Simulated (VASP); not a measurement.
# CsCl (Pm-3m) in VASP: a series of runs

CsCl is run at these levels: r2SCAN; tasks: single point.

Program: VASP 6.6.1. These are calculated values, not measurements. Logs are shortened: lines on timing, memory, paths and dates and some standing lists are left out, and cuts for length are marked.

## 1. The cell of the first run

Symmetry: Pm-3m, No. 221, cubic system. The conventional cell has a = 4.140 Å, b = 4.140 Å, c = 4.140 Å, α = 90.00°, β = 90.00°, γ = 90.00°. Cs (site symmetry m-3m) has 8 Cl at 3.59 Å and 6 Cs at 4.14 Å within 4.7 Å. Within 4.7 Å of Cl (site symmetry m-3m) lie 8 Cs at 3.59 Å and 6 Cl at 4.14 Å.

## 2. Single point, r2SCAN

File POSCAR:

```
CsCl
1.0
    4.1399691801      0.0000000000      0.0000000000
    0.0000000000      4.1399691801      0.0000000000
    0.0000000000      0.0000000000      4.1399691801
Cs Cl
1 1
Direct
    0.0000000000      0.0000000000      0.0000000000
    0.5000000000      0.5000000000      0.5000000000
```

File INCAR.step1:

```
SYSTEM = CsCl
PREC = Accurate
ENCUT = 550
ISMEAR = -1
SIGMA = 0.02
LREAL = .False.
LASPH = .True.
NELM = 120
NBANDS = 15
GGA = PE
ALGO = Normal
EDIFF = 1E-5
LWAVE = .True.
LCHARG = .False.
GGA_COMPAT = .False.
```

File INCAR.step2:

```
SYSTEM = CsCl
PREC = Accurate
ENCUT = 550
EDIFF = 1E-6
ISMEAR = -1
SIGMA = 0.02
LREAL = .False.
LASPH = .True.
NELM = 120
ALGO = Normal
ISIF = 2
LWAVE = .False.
LCHARG = .False.
METAGGA = R2SCAN
LMIXTAU = .True.
NBANDS = 15
ISTART = 1
GGA_COMPAT = .False.
```

File KPOINTS:

```
regular mesh
0
Gamma
  6 6 6
  0 0 0
```

Potentials or basis: VASP PAW PBE potentials, release 64 (Cs_sv, Cl).

Started as:

```sh
> cat potpaw_PBE.64/Cs_sv/POTCAR potpaw_PBE.64/Cl/POTCAR > POTCAR
> cp INCAR.step1 INCAR
> mpirun -np 1 vasp_std > vasp.out
> cp INCAR.step2 INCAR
> mpirun -np 1 vasp_std > vasp.out
```

OUTCAR:

```text
SYSTEM = CsCl
   PREC = Accurate
   ENCUT = 550
   EDIFF = 1E-6
   ISMEAR = -1
   LREAL = .False.
   LASPH = .True.
   NELM = 120
   ISIF = 2
   METAGGA = R2SCAN
   ISTART = 1

 ion  position               nearest neighbor table
   1  0.000  0.000  0.000-
   2  0.500  0.500  0.500-

  LATTYP: Found a simple cubic cell.
 ALAT       =     4.1399691801

  Lattice vectors:

 A1 = (   4.1399691801,   0.0000000000,   0.0000000000)
 A2 = (   0.0000000000,   4.1399691801,   0.0000000000)
 A3 = (   0.0000000000,   0.0000000000,   4.1399691801)

Analysis of symmetry for initial positions (statically):
=====================================================================
 Subroutine PRICEL returns:
 Original cell was already a primitive cell.

 Routine SETGRP: Setting up the symmetry group for a
 simple cubic supercell.

 Subroutine GETGRP returns: Found 48 space group operations
 (whereof 48 operations were pure point group operations)
 out of a pool of 48 trial point group operations.

The static configuration has the point symmetry O_h .

Analysis of symmetry for dynamics (positions and initial velocities):
=====================================================================
 Subroutine PRICEL returns:
 Original cell was already a primitive cell.

 Routine SETGRP: Setting up the symmetry group for a
 simple cubic supercell.

 Subroutine GETGRP returns: Found 48 space group operations
 (whereof 48 operations were pure point group operations)
 out of a pool of 48 trial point group operations.

The dynamic configuration has the point symmetry O_h .

 Subroutine INISYM returns: Found 48 space group operations
 (whereof 48 operations are pure point group operations),
 and found     1 'primitive' translations

----------------------------------------------------------------------------------------

                                     Primitive cell

  volume of cell :      70.9564

  direct lattice vectors                    reciprocal lattice vectors
     4.139969180  0.000000000  0.000000000     0.241547692  0.000000000  0.000000000
     0.000000000  4.139969180  0.000000000     0.000000000  0.241547692  0.000000000
     0.000000000  0.000000000  4.139969180     0.000000000  0.000000000  0.241547692

  length of vectors
     4.139969180  4.139969180  4.139969180     0.241547692  0.241547692  0.241547692

  position of ions in fractional coordinates (direct lattice)
     0.000000000  0.000000000  0.000000000
     0.500000000  0.500000000  0.500000000

  ion indices of the primitive-cell ions
   primitive index   ion index
                 1           1
                 2           2

----------------------------------------------------------------------------------------

 KPOINTS: regular mesh

Automatic generation of k-mesh.
 Grid dimensions read from file:
 generate k-points for:    6    6    6

 Generating k-lattice:

  Cartesian coordinates                     Fractional coordinates (reciprocal lattice)
     0.040257949  0.000000000  0.000000000     0.166666667  0.000000000  0.000000000
     0.000000000  0.040257949  0.000000000     0.000000000  0.166666667  0.000000000
     0.000000000  0.000000000  0.040257949     0.000000000  0.000000000  0.166666667

  Length of vectors
     0.040257949  0.040257949  0.040257949

  Shift w.r.t. Gamma in fractional coordinates (k-lattice)
     0.000000000  0.000000000  0.000000000

 Subroutine IBZKPT returns following result:
 ===========================================

 Found     20 irreducible k-points:

 Following reciprocal coordinates:
            Coordinates               Weight
  0.000000  0.000000  0.000000      1.000000
  0.166667  0.000000  0.000000      6.000000
  0.333333  0.000000  0.000000      6.000000
  0.500000  0.000000  0.000000      3.000000
  0.166667  0.166667  0.000000     12.000000
  0.333333  0.166667  0.000000     24.000000
[... 12 lines left out ...]
  0.500000  0.500000  0.333333      6.000000
  0.500000  0.500000  0.500000      1.000000
   k-points           NKPTS =     20   k-points in BZ     NKDIM =     20   number of bands    NBANDS=     15
   number of dos      NEDOS =    301   number of ions     NIONS =      2
   total plane-waves  NPLWV =  32768
   dimension x,y,z NGX =    32 NGY =   32 NGZ =   32
   dimension x,y,z NGXF=    64 NGYF=   64 NGZF=   64
   ions per type =               1   1
   NGX,Y,Z   is equivalent  to a cutoff of  12.85, 12.85, 12.85 a.u.
   NGXF,Y,Z  is equivalent  to a cutoff of  25.70, 25.70, 25.70 a.u.
 SYSTEM =  CsCl
   PREC   = accura    normal or accurate (medium, high low for compatibility)
   ISTART =      1    job   : 0-new  1-cont  2-samecut
   ICHARG =      0    charge: 1-file 2-atom 10-const
   ISPIN  =      1    spin polarized calculation?
   LNONCOLLINEAR =      F non collinear calculations
   LSORBIT =      F    spin-orbit coupling
   LASPH  =      T    aspherical Exc in radial PAW
   ENCUT  =  550.0 eV  40.42 Ry    6.36 a.u.   7.92  7.92  7.92*2*pi/ulx,y,z
   NELM   =    120;   NELMIN=  2; NELMDL=  0     # of ELM steps
   EDIFF  = 0.1E-05   stopping-criterion for ELM
   LREAL  =      F    real-space projection
   EDIFFG = 0.1E-04   stopping-criterion for IOM
   NSW    =      0    number of steps for IOM
   IBRION =     -1    ionic relax: 0-MD 1-quasi-New 2-CG
   NFREE  =      0    steps in history (QN), initial steepest desc. (CG)
   ISIF   =      2    stress and relaxation
   ISYM   =      2    0-nonsym 1-usesym 2-fastsym
   POTIM  = 0.5000    time-step for ionic-motion
   TEBEG  =    0.0;   TEEND  =   0.0 temperature during run
   PSTRESS=    0.0 pullay stress
   NELECT =      16.0000    total number of electrons
   NUPDOWN=      -1.0000    fix difference up-down
   EMIN   =  10.00;   EMAX   =-10.00  energy-range for DOS
   EFERMI =   0.00;   METHOD = LEGACY
   ISMEAR =    -1;   SIGMA  =   0.02  broadening in eV -4-tet -1-fermi 0-gaus
   EFERMI_NEDOS =   21; number of points for ismear=-14 and -15
   IALGO  =     38    algorithm
   IMIX   =      4    mixing-type and parameters
     AMIX     =   0.40;   BMIX     =  1.00
     AMIX_MAG =   1.60;   BMIX_MAG =  1.00
  volume/ion in A,a.u.               =      35.48       239.42
  Fermi-wavevector in a.u.,A,eV,Ry     =   0.996440  1.882998 13.509119  0.992892
  Thomas-Fermi vector in A             =   2.128528
   LORBIT       =      0    0 simple, 1 ext, 2 COOP (PROOUT), +10 PAW based schemes
   METAGGA = R2SCAN    functional components
   LHFCALC =     F    Hartree Fock is set to
   AEXX    =    0.0000 exact exchange contribution
   IVDW    =     0    specifies the selected vdW correction
   LEPSILON=     F    determine dielectric tensor
   LRPA    =     F    only Hartree local field effects (RPA)
 non-spin polarized calculation
  energy-cutoff  :      550.00
  volume of cell :       70.96
 maximum number of plane-waves:      2103
 NGX is ok and might be reduce to    32
   NGX = 15   NGY = 15   NGZ = 15

 number of electron      16.0000001 magnetization

 Free energy of the ion-electron system (eV)
  ---------------------------------------------------
  ext. energy  EPLUGINS =         0.00000000
  ---------------------------------------------------
  free energy    TOTEN  =       -35.52516359 eV

  energy without entropy =      -35.52516359  energy(sigma->0) =      -35.52516359

 E-fermi :  -0.3178     XC(G=0):  -8.6132

 val. band max:       -0.7529759714   @ k =   0.0000   0.0000   0.0000
 cond. band min:       5.1563047583   @ k =   0.0000   0.0000   0.0000
 fundamental gap:      5.9092807297
 Fermi energy:        -0.3177581113

 k-point     1 :       0.0000    0.0000    0.0000
  band No.  band energies     occupation
      1     -20.6564      2.00000
      2     -13.4647      2.00000
      3      -6.7738      2.00000
      4      -6.7738      2.00000
      5      -6.7738      2.00000
      6      -0.7530      2.00000
      7      -0.7530      2.00000
      8      -0.7530      2.00000
      9       5.1563      0.00000
     10       5.1563      0.00000
     11       5.2438      0.00000
     12       9.9496      0.00000
     13       9.9496      0.00000
     14       9.9496      0.00000
     15      13.0876      0.00000

 k-point     2 :       0.1667    0.0000    0.0000
  band No.  band energies     occupation
      1     -20.6359      2.00000
      2     -13.4742      2.00000
      3      -6.9175      2.00000
      4      -6.7403      2.00000
      5      -6.7403      2.00000
      6      -1.0809      2.00000
      7      -0.8072      2.00000
      8      -0.8072      2.00000
      9       5.3440      0.00000
     10       5.7427      0.00000
     11       5.9325      0.00000
     12       9.7315      0.00000
     13       9.7315      0.00000
     14      10.1072      0.00000
     15      11.6624      0.00000

 k-point     3 :       0.3333    0.0000    0.0000
  band No.  band energies     occupation
      1     -20.5943      2.00000
      2     -13.4959      2.00000
      3      -7.1761      2.00000
      4      -6.6714      2.00000
      5      -6.6714      2.00000
      6      -1.6356      2.00000
      7      -0.9202      2.00000
      8      -0.9202      2.00000
      9       5.8311      0.00000
     10       6.8687      0.00000
     11       7.6600      0.00000
     12       9.4676      0.00000
     13       9.4676      0.00000
     14       9.9300      0.00000
     15      10.4964      0.00000
[... 271 lines left out ...]
 k-point    19 :       0.5000    0.5000    0.3333
  band No.  band energies     occupation
      1     -20.4537      2.00000
      2     -13.3226      2.00000
      3      -7.3588      2.00000
      4      -7.3588      2.00000
      5      -7.1245      2.00000
      6      -1.6634      2.00000
      7      -1.6634      2.00000
      8      -1.6023      2.00000
      9       7.7096      0.00000
     10       8.1775      0.00000
     11       8.1775      0.00000
     12       8.6329      0.00000
     13      10.9158      0.00000
     14      10.9158      0.00000
     15      12.2095      0.00000

 k-point    20 :       0.5000    0.5000    0.5000
  band No.  band energies     occupation
      1     -20.4369      2.00000
      2     -13.3024      2.00000
      3      -7.2971      2.00000
      4      -7.2971      2.00000
      5      -7.2971      2.00000
      6      -1.8227      2.00000
      7      -1.8227      2.00000
      8      -1.8227      2.00000
      9       8.3738      0.00000
     10       8.3738      0.00000
     11       8.3738      0.00000
     12      10.4903      0.00000
     13      10.4903      0.00000
     14      10.4903      0.00000
     15      12.2660      0.00000

------------------------ aborting loop because EDIFF is reached ----------------------------------------

  FORCE on cell =-STRESS in cart. coord.  units (eV):
  Direction    XX          YY          ZZ          XY          YZ          ZX
  --------------------------------------------------------------------------------------
  -------------------------------------------------------------------------------------
  Total        0.0192064      0.0192064      0.0192064     -0.0000000      0.0000000      0.0000000
  in kB        0.4336762      0.4336762      0.4336762     -0.0000000      0.0000000      0.0000000
  external PRESSURE =       0.4336762 kB  Pullay stress =       0.0000000 kB

 VOLUME and BASIS-vectors are now :
 -----------------------------------------------------------------------------
  energy-cutoff  :      550.00
  volume of cell :       70.96
      direct lattice vectors                 reciprocal lattice vectors
     4.139969180  0.000000000  0.000000000     0.241547692  0.000000000  0.000000000
     0.000000000  4.139969180  0.000000000     0.000000000  0.241547692  0.000000000
     0.000000000  0.000000000  4.139969180     0.000000000  0.000000000  0.241547692

 POSITION                                       TOTAL-FORCE (eV/Angst)
 -----------------------------------------------------------------------------------
      0.00000      0.00000      0.00000         0.000000      0.000000      0.000000
      2.06998      2.06998      2.06998         0.000000      0.000000      0.000000
 -----------------------------------------------------------------------------------
    total drift:                                0.000000      0.000000     -0.000000

  FREE ENERGIE OF THE ION-ELECTRON SYSTEM (eV)
  ---------------------------------------------------
  free  energy   TOTEN  =       -35.5251635935 eV

  energy  without entropy=      -35.5251635935  energy(sigma->0) =      -35.52516359
```

It took 27 s on 1 thread of Intel Xeon 6975P-C (Granite Rapids), shared host; peak memory 0.18 GiB.

Results:

- Free energy: -35.5252 eV
- Pressure: 0.0 GPa
- Band gap on the k mesh: 5.91 eV

Levels at points of the mesh, in eV from the valence-band top:
```csv
k point,band 6,band 7,band 8,band 9,band 10,band 11
"(0.00, 0.00, 0.00)",0.00,0.00,0.00,5.91,5.91,6.00
"(0.50, 0.00, 0.00)",-1.13,-0.23,-0.23,6.94,8.25,9.57
"(0.50, 0.50, 0.00)",-0.43,-0.43,-0.05,6.55,6.64,8.62
"(0.50, 0.50, 0.50)",-1.07,-1.07,-1.07,9.13,9.13,9.13
```

Caveat: the PAW data sets were made with another functional, which shifts forces and pressure a little; spin-orbit coupling is left out, which moves the levels of the heavy elements.

## 3. Single point, r2SCAN

This run uses another cell than the first one, of 33.35 Å³/atom.

File POSCAR:

```
CsCl
1.0
    4.0554563000      0.0000000000      0.0000000000
    0.0000000000      4.0554563000      0.0000000000
    0.0000000000      0.0000000000      4.0554563000
Cs Cl
1 1
Direct
    0.0000000000      0.0000000000      0.0000000000
    0.5000000000      0.5000000000      0.5000000000
```

File INCAR.step1:

```
PREC = Accurate
ENCUT = 550
ISMEAR = -1
SIGMA = 0.02
LREAL = F
LASPH = T
NELM = 120
NBANDS = 15
GGA = PE
ALGO = Normal
EDIFF = 1E-5
LWAVE = T
LCHARG = F
GGA_COMPAT = F
```

File INCAR.step2:

```
PREC = Accurate
ENCUT = 550
EDIFF = 1E-6
ISMEAR = -1
SIGMA = 0.02
LREAL = F
LASPH = T
NELM = 120
ALGO = Normal
ISIF = 2
LWAVE = F
LCHARG = F
METAGGA = R2SCAN
LMIXTAU = T
NBANDS = 15
ISTART = 1
GGA_COMPAT = F
```

File KPOINTS:

```
regular mesh
0
Gamma
  8 8 8
```

Potentials or basis: VASP PAW PBE potentials, release 64 (Cs_sv, Cl).

Started as:

```sh
> cat potpaw_PBE.64/Cs_sv/POTCAR potpaw_PBE.64/Cl/POTCAR > POTCAR
> cp INCAR.step1 INCAR
> mpirun -np 1 vasp_std > vasp.out
> cp INCAR.step2 INCAR
> mpirun -np 1 vasp_std > vasp.out
```

Wall time 44 s (1 thread of Intel Xeon 6975P-C (Granite Rapids), shared host); peak memory 0.2 GiB.

The run converged. Its results:

```yaml
Free_energy: -35.5063 eV
Pressure: 1.4 GPa
Band_gap_on_the_k_mesh: 5.84 eV
```

Levels at points of the mesh, in eV from the valence-band top:
```csv
k point,band 5,band 6,band 7,band 8,band 9,band 10,band 11,band 12
"(0.00, 0.00, 0.00)",-5.90,0.00,0.00,0.00,5.84,5.84,6.32,10.92
"(0.50, 0.00, 0.00)",-5.73,-1.26,-0.29,-0.29,6.96,8.56,9.88,10.01
"(0.50, 0.50, 0.00)",-5.63,-0.44,-0.44,-0.09,6.61,6.69,8.69,8.69
"(0.50, 0.50, 0.50)",-6.51,-1.23,-1.23,-1.23,9.41,9.41,9.41,11.63
```

Caveat: the PAW data sets were made with another functional, which shifts forces and pressure a little; spin-orbit coupling is left out, which moves the levels of the heavy elements.

## 4. Single point, r2SCAN

This run uses another cell than the first one, of 34.06 Å³/atom.

File POSCAR:

```
CsCl
1.0
    4.0840167900      0.0000000000      0.0000000000
    0.0000000000      4.0840167900      0.0000000000
    0.0000000000      0.0000000000      4.0840167900
Cs Cl
1 1
Direct
    0.0000000000      0.0000000000      0.0000000000
    0.5000000000      0.5000000000      0.5000000000
```

INCAR.step1 is that of step 3.

INCAR.step2 is that of step 3.

File KPOINTS:

```
Automatic mesh
0
Gamma
  8 8 8
```

Potentials or basis: VASP PAW PBE potentials, release 64 (Cs_sv, Cl).

Started as:

```sh
> cat potpaw_PBE.64/Cs_sv/POTCAR potpaw_PBE.64/Cl/POTCAR > POTCAR
> cp INCAR.step1 INCAR
> mpirun -np 1 vasp_std > vasp.out
> cp INCAR.step2 INCAR
> mpirun -np 1 vasp_std > vasp.out
```

OUTCAR:

```text
PREC = Accurate
   ENCUT = 550
   EDIFF = 1E-6
   ISMEAR = -1
   LREAL = F
   LASPH = T
   NELM = 120
   ISIF = 2
   METAGGA = R2SCAN
   ISTART = 1

 ion  position               nearest neighbor table
   1  0.000  0.000  0.000-
   2  0.500  0.500  0.500-

  LATTYP: Found a simple cubic cell.
 ALAT       =     4.0840167900

  Lattice vectors:

 A1 = (   4.0840167900,   0.0000000000,   0.0000000000)
 A2 = (   0.0000000000,   4.0840167900,   0.0000000000)
[... 615 lines left out ...]
 [... further k-points ...]

------------------------ aborting loop because EDIFF is reached ----------------------------------------

  FORCE on cell =-STRESS in cart. coord.  units (eV):
  Direction    XX          YY          ZZ          XY          YZ          ZX
  --------------------------------------------------------------------------------------
  -------------------------------------------------------------------------------------
  Total        0.3780137      0.3780137      0.3780137     -0.0000000      0.0000000      0.0000000
  in kB        8.8911009      8.8911009      8.8911009     -0.0000000      0.0000000      0.0000000
  external PRESSURE =       8.8911009 kB  Pullay stress =       0.0000000 kB

 VOLUME and BASIS-vectors are now :
 -----------------------------------------------------------------------------
  energy-cutoff  :      550.00
  volume of cell :       68.12
      direct lattice vectors                 reciprocal lattice vectors
     4.084016790  0.000000000  0.000000000     0.244856976  0.000000000  0.000000000
     0.000000000  4.084016790  0.000000000     0.000000000  0.244856976  0.000000000
     0.000000000  0.000000000  4.084016790     0.000000000  0.000000000  0.244856976

 POSITION                                       TOTAL-FORCE (eV/Angst)
 -----------------------------------------------------------------------------------
      0.00000      0.00000      0.00000         0.000000      0.000000      0.000000
      2.04201      2.04201      2.04201         0.000000      0.000000      0.000000
 -----------------------------------------------------------------------------------
    total drift:                                0.000000      0.000000     -0.000000

  FREE ENERGIE OF THE ION-ELECTRON SYSTEM (eV)
  ---------------------------------------------------
  free  energy   TOTEN  =       -35.5166831834 eV

  energy  without entropy=      -35.5166831834  energy(sigma->0) =      -35.51668318
```

It took 41 s on 1 thread of Intel Xeon 6975P-C (Granite Rapids), shared host; peak memory 0.2 GiB.

What came out:

| Item | Value |
| --- | --- |
| Free energy | -35.5167 eV |
| Pressure | 0.9 GPa |
| Band gap on the k mesh | 5.87 eV |

Levels at points of the mesh, in eV from the valence-band top:
| k point | band 5 | band 6 | band 7 | band 8 | band 9 | band 10 | band 11 | band 12 |
| --- | --- | --- | --- | --- | --- | --- | --- | --- |
| (0.00, 0.00, 0.00) | -5.94 | 0.00 | 0.00 | 0.00 | 5.87 | 5.87 | 6.21 | 10.85 |
| (0.50, 0.00, 0.00) | -5.78 | -1.21 | -0.27 | -0.27 | 6.96 | 8.45 | 9.86 | 9.89 |
| (0.50, 0.50, 0.00) | -5.69 | -0.44 | -0.44 | -0.08 | 6.59 | 6.68 | 8.67 | 8.67 |
| (0.50, 0.50, 0.50) | -6.52 | -1.18 | -1.18 | -1.18 | 9.31 | 9.31 | 9.31 | 11.49 |

Caveat: the PAW data sets were made with another functional, which shifts forces and pressure a little; spin-orbit coupling is left out, which moves the levels of the heavy elements. A k mesh can miss the band edges.

## 5. Summary

| cell | k mesh | gap on the mesh (eV) | pressure (GPa) |
| --- | --- | --- | --- |
| a = 4.140 Å, 2 atoms | 6 × 6 × 6 | 5.91 | 0.0 |
| a = 4.055 Å, 2 atoms | 8 × 8 × 8 | 5.84 | 1.4 |
| a = 4.084 Å, 2 atoms | 8 × 8 × 8 | 5.87 | 0.9 |

Alike in all rows: task single point; level r2SCAN; potentials or basis VASP PAW PBE potentials, release 64 (Cs_sv, Cl); no spin polarisation; cutoff (eV) 550; smearing fermi-dirac 0.02 eV.

Caveats: the PAW data sets were made with another functional, which shifts forces and pressure a little; spin-orbit coupling is left out, which moves the levels of the heavy elements.

Absolute energies hang on the potentials; compare differences alone.
